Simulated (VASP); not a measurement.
# AlAs in VASP: a series of runs

Runs on AlAs. Level: PBEsol. Tasks: single point.

All numbers are computed with VASP 6.6.1; they aren't measurements. Logs are shortened: lines on timing, memory, paths and dates and some standing lists are left out, and cuts for length are marked.

**1. The cell of the first run**

The cell holds a slab with vacuum, 4 atoms: a = 3.745 Å, b = 3.745 Å, c = 18.587 Å, α = 90.00°, β = 90.00°, γ = 60.00°.

**2. Single point, PBEsol**

File INCAR:

```
PREC = Accurate ; ENCUT = 400
EDIFF = 1E-6 ; ISMEAR = -1
SIGMA = 0.15 ; LREAL = False
LASPH = True ; NELM = 120
ALGO = Normal ; ISIF = 2
LWAVE = False ; LCHARG = False
LDIPOL = True ; IDIPOL = 3
DIPOL = 0.5 0.5 0.500 ; GGA = PS
NBANDS = 16 ; EFIELD = 0.1
GGA_COMPAT = False ; NELMDL = -8
```

File KPOINTS:

```
Automatic mesh
0
Gamma
  4 4 1
```

File POSCAR:

```
AlAs
1.0
    3.7454820000      0.0000000000      0.0000000000
    1.8727410000      3.2436825614      0.0000000000
    0.0000000000      0.0000000000     18.5872598704
Al As
2 2
Direct
    0.6666666667      0.6666666667      0.4588673469
    0.0000000000      0.0000000000      0.6233979592
    0.0000000000      0.0000000000      0.3766020408
    0.3333333333      0.3333333333      0.5411326531
```

Potentials or basis: VASP PAW PBE potentials, release 64 (Al, As).

Started as:

```bash
$ cat potpaw_PBE.64/Al/POTCAR potpaw_PBE.64/As/POTCAR > POTCAR
$ mpirun -np 1 vasp_std > vasp.out
```

OUTCAR:

```text
PREC = Accurate
   ENCUT = 400
   EDIFF = 1E-6
   ISMEAR = -1
   LREAL = False
   LASPH = True
   NELM = 120
   ISIF = 2
   GGA = PS
   NELMDL = -8

 ion  position               nearest neighbor table
   1  0.667  0.667  0.459-   3 2.65   3 2.65   3 2.65   4 2.65   4 2.65   4 2.65
   2  0.000  0.000  0.623-   4 2.65   4 2.65   4 2.65
   3  0.000  0.000  0.377-   1 2.65   1 2.65   1 2.65
   4  0.333  0.333  0.541-   2 2.65   2 2.65   2 2.65   1 2.65   1 2.65   1 2.65

  LATTYP: Found a hexagonal cell.
 ALAT       =     3.7454820000
 C/A-ratio  =     4.9625815504

  Lattice vectors:

 A1 = (  -1.8727410000,  -3.2436825614,   0.0000000000)
 A2 = (   3.7454820000,   0.0000000000,   0.0000000000)
 A3 = (   0.0000000000,   0.0000000000,  18.5872598704)

Analysis of symmetry for initial positions (statically):
=====================================================================
 Subroutine PRICEL returns:
 Original cell was already a primitive cell.

 Routine SETGRP: Setting up the symmetry group for a
 hexagonal supercell.

 Subroutine GETGRP returns: Found  6 space group operations
 (whereof  6 operations were pure point group operations)
 out of a pool of 24 trial point group operations.

The static configuration has the point symmetry C_3v.

Analysis of symmetry for dynamics (positions and initial velocities):
=====================================================================
 An external electric field (EFIELD) may reduce the allowed symmetry operations
 Subroutine PRICEL returns:
 Original cell was already a primitive cell.

 Routine SETGRP: Setting up the symmetry group for a
 hexagonal supercell.

 Subroutine GETGRP returns: Found  6 space group operations
 (whereof  6 operations were pure point group operations)
 out of a pool of 24 trial point group operations.

The dynamic configuration has the point symmetry C_3v.

 Subroutine INISYM returns: Found  6 space group operations
 (whereof  6 operations are pure point group operations),
 and found     1 'primitive' translations

----------------------------------------------------------------------------------------

                                     Primitive cell

  volume of cell :     225.8195

  direct lattice vectors                    reciprocal lattice vectors
     3.745482000  0.000000000  0.000000000     0.266988334 -0.154145787  0.000000000
     1.872741000  3.243682561  0.000000000     0.000000000  0.308291573  0.000000000
[... 76 lines left out ...]
   POTIM  = 0.5000    time-step for ionic-motion
   TEBEG  =    0.0;   TEEND  =   0.0 temperature during run
   PSTRESS=    0.0 pullay stress
   NELECT =      16.0000    total number of electrons
   NUPDOWN=      -1.0000    fix difference up-down
   EMIN   =  10.00;   EMAX   =-10.00  energy-range for DOS
   EFERMI =   0.00;   METHOD = LEGACY
   ISMEAR =    -1;   SIGMA  =   0.15  broadening in eV -4-tet -1-fermi 0-gaus
   EFERMI_NEDOS =   21; number of points for ismear=-14 and -15
   IALGO  =     38    algorithm
   IMIX   =      4    mixing-type and parameters
     AMIX     =   0.40;   BMIX     =  1.00
     AMIX_MAG =   1.60;   BMIX_MAG =  1.00
  volume/ion in A,a.u.               =      56.45       380.98
  Fermi-wavevector in a.u.,A,eV,Ry     =   0.677425  1.280147  6.243771  0.458904
  Thomas-Fermi vector in A             =   1.755029
   LORBIT       =      0    0 simple, 1 ext, 2 COOP (PROOUT), +10 PAW based schemes
   GGA     = PS    functional components
   LHFCALC =     F    Hartree Fock is set to
   AEXX    =    0.0000 exact exchange contribution
   IVDW    =     0    specifies the selected vdW correction
   LEPSILON=     F    determine dielectric tensor
   LRPA    =     F    only Hartree local field effects (RPA)
 non-spin polarized calculation
  energy-cutoff  :      400.00
  volume of cell :      225.82
 maximum number of plane-waves:      4120
   NGX = 13   NGY = 13   NGZ = 61

 dipolmoment           0.000000      0.000000      0.019294 electrons x Angstroem

 number of electron      16.0000003 magnetization

 dipolmoment           0.000000      0.000000     -0.023350 electrons x Angstroem

 Free energy of the ion-electron system (eV)
  ---------------------------------------------------
  ext. energy  EPLUGINS =         0.00000000
  ---------------------------------------------------
  free energy    TOTEN  =       -17.02835957 eV

  energy without entropy =      -16.77569400  energy(sigma->0) =      -16.90202679

 E-fermi :  -1.1739     XC(G=0):  -4.4299

 val. band max:       -1.1976436781   @ k =   0.5000   0.2500   0.0000
 cond. band min:      -1.1738095669   @ k =   0.0000   0.0000   0.0000
 fundamental gap:      0.0238341112
 Fermi energy:        -1.1739183978

 k-point     1 :       0.0000    0.0000    0.0000
  band No.  band energies     occupation
      1     -13.8192      2.00000
      2     -12.0978      2.00000
      3      -7.1646      2.00000
      4      -3.8280      2.00000
      5      -1.4176      1.67078
      6      -1.4176      1.67078
[... 53 lines left out ...]
      3      -6.8128      2.00000
      4      -6.1410      2.00000
      5      -4.9246      2.00000
      6      -4.0357      2.00000
[... 8 lines left out ...]
     15       5.1026      0.00000
     16       5.3278      0.00000

------------------------ aborting loop because EDIFF is reached ----------------------------------------

 vacuum level on the upper side and lower side of the slab       (xc-potential included)        -1.228         0.932

  FORCE on cell =-STRESS in cart. coord.  units (eV):
  Direction    XX          YY          ZZ          XY          YZ          ZX
  --------------------------------------------------------------------------------------
  -------------------------------------------------------------------------------------
  Total       -2.6183925     -2.6183925     -1.0735599      0.0000000      0.0000000      0.0000000
  in kB      -18.5773556    -18.5773556     -7.6168506      0.0000000      0.0000000      0.0000000
  external PRESSURE =     -14.9238539 kB  Pullay stress =       0.0000000 kB

 VOLUME and BASIS-vectors are now :
 -----------------------------------------------------------------------------
  energy-cutoff  :      400.00
  volume of cell :      225.82
      direct lattice vectors                 reciprocal lattice vectors
     3.745482000  0.000000000  0.000000000     0.266988334 -0.154145787  0.000000000
     1.872741000  3.243682561  0.000000000     0.000000000  0.308291573  0.000000000
     0.000000000  0.000000000 18.587259870     0.000000000  0.000000000  0.053800292

 POSITION                                       TOTAL-FORCE (eV/Angst)
 -----------------------------------------------------------------------------------
      3.74548      2.16246      8.52909        -0.000000     -0.000000     -0.389883
      0.00000      0.00000     11.58726        -0.000000     -0.000000     -0.464019
      0.00000      0.00000      7.00000         0.000000      0.000000      0.309874
      1.87274      1.08123     10.05817        -0.000000     -0.000000      0.544027
 -----------------------------------------------------------------------------------
    total drift:                                0.000000      0.000000      0.000124

  FREE ENERGIE OF THE ION-ELECTRON SYSTEM (eV)
  ---------------------------------------------------
  free  energy   TOTEN  =       -17.0283595718 eV

  energy  without entropy=      -16.7756940004  energy(sigma->0) =      -16.90202679

 vacuum level on the upper side and lower side of the slab         2.550         4.740
```

OSZICAR:

```text
N       E                     dE             d eps       ncg     rms          rms(c)
DAV:   1     0.529919550432E+02    0.52992E+02   -0.39995E+03   128   0.566E+02
DAV:   2    -0.116310027202E+02   -0.64623E+02   -0.59501E+02   168   0.112E+02
DAV:   3    -0.173385003485E+02   -0.57075E+01   -0.56144E+01   176   0.350E+01
[... 17 lines left out ...]
DAV:  21    -0.170283293161E+02   -0.26878E-04   -0.14830E-06   160   0.377E-03    0.213E-03
DAV:  22    -0.170283486803E+02   -0.19364E-04   -0.61656E-07   144   0.259E-03    0.761E-04
DAV:  23    -0.170283580932E+02   -0.94130E-05   -0.48809E-07   144   0.184E-03    0.522E-04
DAV:  24    -0.170283593674E+02   -0.12742E-05   -0.52083E-08   160   0.779E-04    0.206E-04
DAV:  25    -0.170283595718E+02   -0.20443E-06   -0.11530E-08   128   0.362E-04
   1 F= -.17028360E+02 E0= -.16902027E+02  d E =-.252666E+00
```

stdout:

```text
POSCAR found type information on POSCAR AlAs
 POSCAR found :  2 types and       4 ions
 scaLAPACK will be used
 -----------------------------------------------------------------------------
|                                                                             |
|                                                                             |
|     You enforced a specific xc type in the INCAR file but a different       |
|     I HOPE YOU KNOW WHAT YOU ARE DOING!                                     |
|                                                                             |
 -----------------------------------------------------------------------------

 LDA part: xc-table for (Slater+PW92), standard interpolation
 POSCAR, INCAR and KPOINTS ok, starting setup
 FFT: planning ... GRIDC
 FFT: planning ... GRID_SOFT
 FFT: planning ... GRID
 WAVECAR not read
 entering main loop
```

Wall time 28 s (1 thread of Intel Xeon Platinum 8375C at 2.90GHz (Ice Lake), shared host); peak memory 0.24 GiB.

Results:

```
Free energy            : -17.0284 eV
Largest force          : 0.544 eV/Å
Band gap on the k mesh : zero (band 8 reaches -0.28 eV, above the bottom of band 9 at -1.35 eV)
```

Forces on the atoms (eV/Å):
```
Al   0.000  0.000 -0.390
Al   0.000  0.000 -0.464
As   0.000  0.000  0.310
As   0.000  0.000  0.544
```

Caveat: the k points lie up to 0.48 Å⁻¹ apart; the PAW data sets were made with another functional, which shifts forces and pressure a little.

**3. Single point, PBEsol**

File INCAR:

```
SYSTEM = AlAs
ALGO = Normal
DIPOL = 0.5 0.5 0.500
EDIFF = 1E-6
EFIELD = 0.05
ENCUT = 400
GGA = PS
GGA_COMPAT = .False.
IDIPOL = 3
ISIF = 2
ISMEAR = -1
LASPH = .True.
LCHARG = .False.
LDIPOL = .True.
LREAL = .False.
LWAVE = .False.
NBANDS = 16
NELM = 120
NELMDL = -8
PREC = Accurate
SIGMA = 0.15
```

File KPOINTS:

```
k-points
0
Gamma
  4 4 1
  0 0 0
```

POSCAR is that of step 2.

Potentials or basis: VASP PAW PBE potentials, release 64 (Al, As).

Started as:

```bash
$ cat potpaw_PBE.64/Al/POTCAR potpaw_PBE.64/As/POTCAR > POTCAR
$ mpirun -np 1 vasp_std > vasp.out
```

Wall time 26 s (1 thread of Intel Xeon Platinum 8375C at 2.90GHz (Ice Lake), shared host); peak memory 0.24 GiB.

The run converged. Its results:

```yaml
Free_energy: -17.0302 eV
Largest_force: 0.546 eV/Å
Band_gap_on_the_k_mesh: zero (band 8 reaches -0.27 eV, above the bottom of band 9 at -1.35 eV)
```

Forces in eV/Å, atoms in the order of the input:
```
Al   0.000  0.000 -0.391
Al   0.000  0.000 -0.467
As   0.000  0.000  0.313
As   0.000  0.000  0.546
```

Levels at points of the mesh, in eV from the Fermi level:
```tsv
k point	band 6	band 7	band 8	band 9	band 10	band 11
(0.00, 0.00, 0.00)	-0.24	0.00	0.90	0.90	2.61	3.79
(0.50, 0.00, 0.00)	-2.06	-1.67	-0.57	-0.18	1.20	1.98
```

Caveat: the k points lie up to 0.48 Å⁻¹ apart; the PAW data sets were made with another functional, which shifts forces and pressure a little.

**4. Single point, PBEsol**

File INCAR:

```
SYSTEM = AlAs
PREC = Accurate ; ENCUT = 400
EDIFF = 1E-6 ; ISMEAR = -1
SIGMA = 0.15 ; LREAL = .FALSE.
LASPH = .TRUE. ; NELM = 120
ALGO = Normal ; ISIF = 2
LWAVE = .FALSE. ; LCHARG = .FALSE.
LDIPOL = .TRUE. ; IDIPOL = 3
DIPOL = 0.5 0.5 0.500 ; GGA = PS
NBANDS = 16 ; GGA_COMPAT = .FALSE.
NELMDL = -8
```

File KPOINTS:

```
Automatic mesh
0
G
  4 4 1
  0 0 0
```

POSCAR is that of step 3.

Started as:

```bash
$ cat potpaw_PBE.64/Al/POTCAR potpaw_PBE.64/As/POTCAR > POTCAR
$ mpirun -np 1 vasp_std > vasp.out
```

Run time: 31 s. Hardware: 1 thread of Intel Xeon Platinum 8375C at 2.90GHz (Ice Lake), shared host; peak memory 0.24 GiB.

It converged, with:

```
Free energy            : -17.0332 eV
Largest force          : 0.548 eV/Å
Band gap on the k mesh : zero (band 8 reaches -0.26 eV, above the bottom of band 9 at -1.34 eV)
```

Forces on the atoms (eV/Å):
```
Al   0.000  0.000 -0.392
Al   0.000  0.000 -0.470
As   0.000  0.000  0.315
As   0.000  0.000  0.548
```

Levels at points of the mesh, in eV from the Fermi level:
| k point | band 5 | band 6 | band 7 | band 8 | band 9 | band 10 | band 11 | band 12 |
| --- | --- | --- | --- | --- | --- | --- | --- | --- |
| (0.00, 0.00, 0.00) | -0.25 | -0.25 | 0.00 | 0.89 | 0.89 | 2.61 | 3.82 | 4.01 |
| (0.50, 0.00, 0.00) | -3.20 | -2.06 | -1.67 | -0.57 | -0.18 | 1.20 | 1.98 | 3.60 |

Caveat: the k points lie up to 0.48 Å⁻¹ apart; the PAW data sets were made with another functional, which shifts forces and pressure a little.

**5. Single point, PBEsol**

File INCAR:

```
ALGO = Normal
DIPOL = 0.5 0.5 0.500
EDIFF = 1E-6
EFIELD = -0.05
ENCUT = 400
GGA = PS
GGA_COMPAT = F
IDIPOL = 3
ISIF = 2
ISMEAR = -1
LASPH = T
LCHARG = F
LDIPOL = T
LREAL = F
LWAVE = F
NBANDS = 16
NELM = 120
NELMDL = -8
PREC = Accurate
SIGMA = 0.15
```

File KPOINTS:

```
k-points
0
Gamma
  4 4 1
```

POSCAR is that of step 4.

Started as:

```bash
$ cat potpaw_PBE.64/Al/POTCAR potpaw_PBE.64/As/POTCAR > POTCAR
$ mpirun -np 1 vasp_std > vasp.out
```

Run time: 27 s. Hardware: 1 thread of Intel Xeon Platinum 8375C at 2.90GHz (Ice Lake), shared host; peak memory 0.24 GiB.

Results (log left out):

| Item | Value |
| --- | --- |
| Free energy | -17.0376 eV |
| Largest force | 0.550 eV/Å |
| Band gap on the k mesh | zero (band 8 reaches -0.26 eV, above the bottom of band 9 at -1.33 eV) |

Forces on the atoms (eV/Å):
```
Al   0.000  0.000 -0.394
Al   0.000  0.000 -0.473
As   0.000  0.000  0.317
As   0.000  0.000  0.550
```

Levels at points of the mesh, in eV from the Fermi level:
```csv
k point,band 6,band 7,band 8,band 9,band 10,band 11
"(0.00, 0.00, 0.00)",-0.25,0.00,0.89,0.89,2.61,3.83
"(0.50, 0.00, 0.00)",-2.06,-1.67,-0.57,-0.18,1.20,1.98
```

Caveat: the k points lie up to 0.48 Å⁻¹ apart; the PAW data sets were made with another functional, which shifts forces and pressure a little.

**6. Single point, PBEsol**

File INCAR:

```
SYSTEM = AlAs
PREC = Accurate ; ENCUT = 400
EDIFF = 1E-6 ; ISMEAR = -1
SIGMA = 0.15 ; LREAL = .FALSE.
LASPH = .TRUE. ; NELM = 120
ALGO = Normal ; ISIF = 2
LWAVE = .FALSE. ; LCHARG = .FALSE.
LDIPOL = .TRUE. ; IDIPOL = 3
DIPOL = 0.5 0.5 0.500 ; GGA = PS
NBANDS = 16 ; EFIELD = -0.1
GGA_COMPAT = .FALSE. ; NELMDL = -8
```

File KPOINTS:

```
Automatic mesh
0
G
  4 4 1
  0 0 0
```

POSCAR is that of step 5.

Potentials or basis: VASP PAW PBE potentials, release 64 (Al, As).

Started as:

```bash
$ cat potpaw_PBE.64/Al/POTCAR potpaw_PBE.64/As/POTCAR > POTCAR
$ mpirun -np 1 vasp_std > vasp.out
```

Run time: 25 s. Hardware: 1 thread of Intel Xeon Platinum 8375C at 2.90GHz (Ice Lake), shared host; peak memory 0.24 GiB.

The run converged. Its results:

```yaml
Free_energy: -17.0432 eV
Largest_force: 0.552 eV/Å
Band_gap_on_the_k_mesh: zero (band 8 reaches -0.25 eV, above the bottom of band 9 at -1.33 eV)
```

Forces on the atoms (eV/Å):
```
Al   0.000  0.000 -0.395
Al   0.000  0.000 -0.476
As   0.000  0.000  0.319
As   0.000  0.000  0.552
```

Levels at points of the mesh, in eV from the Fermi level:
```
           k point  band 6  band 7  band 8  band 9  band 10  band 11
(0.00, 0.00, 0.00)   -0.25    0.00    0.89    0.89     2.62     3.84
(0.50, 0.00, 0.00)   -2.06   -1.67   -0.58   -0.19     1.20     1.98
```

Caveat: the k points lie up to 0.48 Å⁻¹ apart; the PAW data sets were made with another functional, which shifts forces and pressure a little.

**7. Overview**

```csv
electric field (eV/Å),gap on the mesh (eV),largest force (eV/Å)
-0.1,none,0.54
-0.05,none,0.55
-,none,0.55
0.05,none,0.55
0.1,none,0.55
```

Alike in all rows: task single point; level PBEsol; potentials or basis VASP PAW PBE potentials, release 64 (Al, As); no spin polarisation; cell as given; k mesh 4 × 4 × 1; cutoff (eV) 400; smearing fermi-dirac 0.15 eV.

Caveats: all runs use coarse meshes; the PAW data sets were made with another functional, which shifts forces and pressure a little.

Total energies depend on the potentials used, so only differences within one code and one set of settings carry meaning.
